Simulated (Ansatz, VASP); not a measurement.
## CaB6: VASP beside Ansatz

```xyz
7
Lattice="4.1477 0.0000 0.0000 0.0000 4.1477 0.0000 0.0000 0.0000 4.1477" Properties=species:S:1:pos:R:3 pbc="T T T"
Ca    2.0739    2.0739    2.0739
B     0.0000    0.0000    1.2369
B     0.0000    0.0000    2.9109
B     1.2369    0.0000    0.0000
B     2.9109    0.0000    0.0000
B     0.0000    1.2369    0.0000
B     0.0000    2.9109    0.0000
```

Alike in both runs: task relaxation of cell and atoms; functional LDA; k mesh 8 × 8 × 8; occupations gaussian, width 0.01 eV; no spin polarisation.

|  | VASP | Ansatz |
| --- | --- | --- |
| version | VASP 6.6.1 | Ansatz 0.2.0 |
| potentials or method | VASP PAW LDA potentials, release 64 (Ca_sv, B), cutoff 600 eV | scalar-relativistic, plane waves, PAW |
| valence electrons in the cell | 28 | 28 |

|  | VASP | Ansatz | Ansatz less VASP |
| --- | --- | --- | --- |
| gap on the k mesh at the Fermi level, each at its own relaxed structure (eV) | 0.03 | 0.03 | +0.006 |
| relaxed volume (Å³/atom) | 9.78 | 9.77 | -0.017 |
| relaxed cell length with the largest relative difference (Å) | 4.091 | 4.089 | -0.0024 |

LDA's correlation is that of Perdew and Zunger in VASP and of Perdew and Wang (1992) in Ansatz.
